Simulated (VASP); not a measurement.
Set up this calculation in VASP 6.6.1, as the native input.

```
Task                               : single point
Functional                         : HSE06
Potentials or basis                : VASP PAW PBE potentials, release 64 (B, N)
Cutoff                             : 520 eV
k mesh                             : 8 × 8 × 8
Occupations                        : gaussian, width 0.01 eV
Spin                               : no spin polarisation
Dipole correction                  : no
Grid for exact exchange (PRECFOCK) : Normal
Further INCAR settings             : ALGO = Normal; EDIFF = 1e-07; NBANDS = 11
Share of exact exchange            : 0.25
Screening parameter                : 0.2079 1/Å
```

Crystal: BN.

```
CELL_PARAMETERS angstrom
0.00000 1.84092 1.78930
1.84092 0.00000 1.78930
1.84092 1.84092 0.00000
ATOMIC_POSITIONS crystal
B 0.00000 0.00000 0.00000
N 0.25000 0.25000 0.25000
```

This cell differs from its parent crystal: epitaxial xy strain +2.0%.

The input as run:

POSCAR

```
BN
1.0
    0.0000000000      1.8409219743      1.7893037102
    1.8409219743      0.0000000000      1.7893037102
    1.8409219743      1.8409219743      0.0000000000
B N
1 1
Direct
    0.0000000000      0.0000000000      0.0000000000
    0.2500000000      0.2500000000      0.2500000000
```

INCAR.step1

```
ALGO     = Normal         # electronic algorithm
EDIFF    = 1E-5           # SCF threshold, eV
ENCUT    = 520            # plane-wave cutoff, eV
GGA      = PE             # functional
ISIF     = 2              # what is computed and relaxed
ISMEAR   = 0              # smearing method
LASPH    = True           # aspherical terms in the spheres
LREAL    = False          # projectors in reciprocal space
LWAVE    = True           # write WAVECAR
NBANDS   = 11             # bands
NELM     = 60             # most SCF steps
PREC     = Accurate       # precision mode
SIGMA    = 0.01           # smearing width, eV
```

INCAR.step2

```
ALGO     = Normal         # electronic algorithm
EDIFF    = 1E-7           # SCF threshold, eV
ENCUT    = 520            # plane-wave cutoff, eV
GGA      = PE             # functional
HFSCREEN = 0.2079         # screening, 1/A
ISIF     = 2              # what is computed and relaxed
ISMEAR   = 0              # smearing method
ISTART   = 1            
LASPH    = True           # aspherical terms in the spheres
LCHARG   = True           # write CHGCAR
LELF     = True           # ELF
LHFCALC  = True           # exact exchange
LREAL    = False          # projectors in reciprocal space
LVHAR    = True         
LWAVE    = False          # write WAVECAR
NBANDS   = 11             # bands
NELM     = 60             # most SCF steps
PREC     = Accurate       # precision mode
PRECFOCK = Normal       
SIGMA    = 0.01           # smearing width, eV
```

KPOINTS

```
k-points
0
Gamma
  8 8 8
```

Potentials or basis: VASP PAW PBE potentials, release 64 (B, N).

Command:

```bash
$ cat potpaw_PBE.64/B/POTCAR potpaw_PBE.64/N/POTCAR > POTCAR
$ cp INCAR.step1 INCAR
$ mpirun -np 1 vasp_std > vasp.out
$ cp INCAR.step2 INCAR
$ mpirun -np 1 vasp_std > vasp.out
```

It gave:

```
Pressure               : -15.4 GPa
Band gap on the k mesh : 5.24 eV (least direct gap 10.11 eV)
```

Caveat: the cell differs from its parent crystal (epitaxial xy strain +2.0%); the stress differs along the axes, from -21 to -4 GPa; the PAW data sets were made with another functional, which shifts forces and pressure a little.

Wall time 14 min on 1 thread of Intel(R) Xeon(R) Platinum 8488C (Sapphire Rapids), with other jobs on the host, peak memory 0.23 GiB.
